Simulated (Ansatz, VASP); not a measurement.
## Two plane-wave programs on La

```
La
1.0
     3.78717    0.00000    0.00000
    -1.89358    3.27978    0.00000
     0.00000    0.00000   12.06209
La
4
Direct
  0.00000 0.00000 0.00000
  0.00000 0.00000 0.50000
  0.33333 0.66667 0.75000
  0.66667 0.33333 0.25000
```

Alike in both runs: task single point; functional r2SCAN; k mesh 10 × 10 × 3; no spin polarisation.

|  | VASP | Ansatz |
| --- | --- | --- |
| version | VASP 6.6.1 | Ansatz 0.2.0 |
| potentials or method | VASP PAW PBE potentials, release 64 (La), cutoff 520 eV | plane waves (500 eV) with PAW, scalar-relativistic |
| occupations | methfessel-paxton of order 1, width 0.1 eV | cold, width 0.1 eV |
| valence electrons in the cell | 44 | 44 |

|  | VASP | Ansatz | Ansatz less VASP |
| --- | --- | --- | --- |
| pressure (GPa) | 0.1 | 0.0 | -0.08 |
| traceless stress, the component that is largest in VASP (GPa) | -0.14 | -0.08 | +0.055 |

VASP's potentials were made for PBE, not for r2SCAN.

Spin-orbit coupling is off throughout.
